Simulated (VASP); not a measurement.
ScIn4:

```
Sc In
1.0
     5.11794    0.00000    0.00000
     0.00000    5.11794    0.00000
     0.00000    0.00000    5.11794
Sc In
1 4
Direct
  0.50000 0.50000 0.50000
  0.75452 0.75452 0.75452
  0.24548 0.24548 0.75452
  0.24548 0.75452 0.24548
  0.75452 0.24548 0.24548
```

The cell was built from a structure type or drawn by symmetry, and may not be a known phase.

```yaml
Program: VASP 6.6.1
Task: relaxation of cell and atoms
Functional: PBE
Potentials_or_basis: VASP PAW PBE potentials, release 64 (Sc_sv, In_d)
Cutoff: 600 eV
k_mesh: 4 × 4 × 4
Occupations: gaussian, width 0.1 eV
Spin: no spin polarisation
```

At the start: pressure 21.2 GPa; volume 26.81 Å³/atom.

Q: How do energy, volume and symmetry change on relaxing?

A: Over 12 steps the energy falls by 1322.6 meV/atom and the volume is 31.85 Å³/atom (+18.8 %); space group P-43m (No. 215, to 0.1 Å) before and after.

The path:
```csv
step,energy change (eV),largest force (eV/Å),pressure (GPa),volume (Å³)
1,0.0000,7.6146,21.24,134.06
2,-5.4316,0.2837,-4.79,215.53
3,-5.8600,1.0677,-2.95,187.98
4,-5.8593,1.1212,-2.81,186.78
5,-6.3118,0.9042,-1.92,173.17
6,-6.5756,0.0527,1.25,154.20
7,-6.5992,0.2748,0.32,157.33
8,-6.6010,0.2018,0.60,156.19
9,-6.6007,0.1637,0.75,155.62
10,-6.6118,0.0551,0.24,158.09
11,-6.6118,0.0543,0.24,158.08
12,-6.6129,0.0034,-0.02,159.24
```

Final structure:
```
Sc In
1.0
     5.42020    0.00000    0.00000
     0.00000    5.42020    0.00000
     0.00000    0.00000    5.42020
Sc In
1 4
Direct
  0.50000 0.50000 0.50000
  0.80074 0.80074 0.80074
  0.19926 0.19926 0.80074
  0.19926 0.80074 0.19926
  0.80074 0.19926 0.19926
```

Caveat: the volume moved by over 15 % at a fixed basis, so the end points are rough.
